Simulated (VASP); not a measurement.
Set up this calculation in VASP 6.6.1, as the native input.

```yaml
Task: relaxation of cell and atoms
Functional: PBE
Potentials_or_basis: VASP PAW PBE potentials, release 64 (Ta_pv, H)
Cutoff: 600 eV
k_mesh: 6 × 6 × 4
Occupations: gaussian, width 0.1 eV
Spin: no spin polarisation
Dipole_correction: no
Further_INCAR_settings: ALGO = Normal; EDIFF = 1e-06; IBRION = 2; EDIFFG = -0.04; NSW = 90; ISIF = 3
```

The structure of TaH5 lies in POSCAR:

```
TaH5
1.0
    3.9925355400      0.0000000000      0.0000000000
   -1.9962677700      3.4576372000      0.0000000000
    0.0000000000      0.0000000000      3.9692342400
Ta H
1 5
Direct
    0.0000000000      0.0000000000      0.5000000000
    0.6700041300      0.0000000000      0.0000000000
    0.3299958700      0.3299958700      0.0000000000
    0.0000000000      0.6700041300      0.0000000000
    0.6666666700      0.3333333300      0.5000000000
    0.3333333300      0.6666666700      0.5000000000
```

The cell was built from a structure type or drawn by symmetry, and may not be a known phase.

The input as run:

INCAR

```
SYSTEM = TaH5
PREC = Accurate ; ENCUT = 600
EDIFF = 1E-6 ; ISMEAR = 0
SIGMA = 0.1 ; LREAL = .FALSE.
LASPH = .TRUE. ; NELM = 100
ALGO = Normal ; ISIF = 3
LWAVE = .FALSE. ; LCHARG = .FALSE.
GGA = PE ; IBRION = 2
NSW = 90 ; EDIFFG = -0.04
```

KPOINTS

```
regular mesh
0
G
  6 6 4
  0 0 0
```

Potentials or basis: VASP PAW PBE potentials, release 64 (Ta_pv, H).

Launch:

```sh
$ cat potpaw_PBE.64/Ta_pv/POTCAR potpaw_PBE.64/H/POTCAR > POTCAR
$ mpirun -np 1 vasp_std > vasp.out
```

Results of the run:

- Relaxed volume: 5.76 Å³/atom
- Relaxed cell: a = 3.590 Å, b = 3.590 Å, c = 3.095 Å, α = 90.00°, β = 90.00°, γ = 120.00°
- Space group after relaxing (to 0.1 Å): P-62m (No. 189)
- Energy gained by relaxing: 633.8 meV/atom
- Ionic steps: 9
- Pressure after relaxing: -0.6 GPa
- Largest force after relaxing: 0.008 eV/Å
- Band gap on the k mesh: zero (bands 8 and 9 overlap by 1.49 eV)

Caveat: the k points lie up to 0.51 Å⁻¹ apart in the final cell, too coarse for converged energies and pressures of a metal; the volume moved by over 15 % at a fixed basis, so the end points are rough; spin-orbit coupling is left out, which moves the levels of the heavy elements.

It took 69 s on 1 thread of AMD EPYC 7R13 Processor (Zen 3) (shared host), peak memory 0.16 GiB.
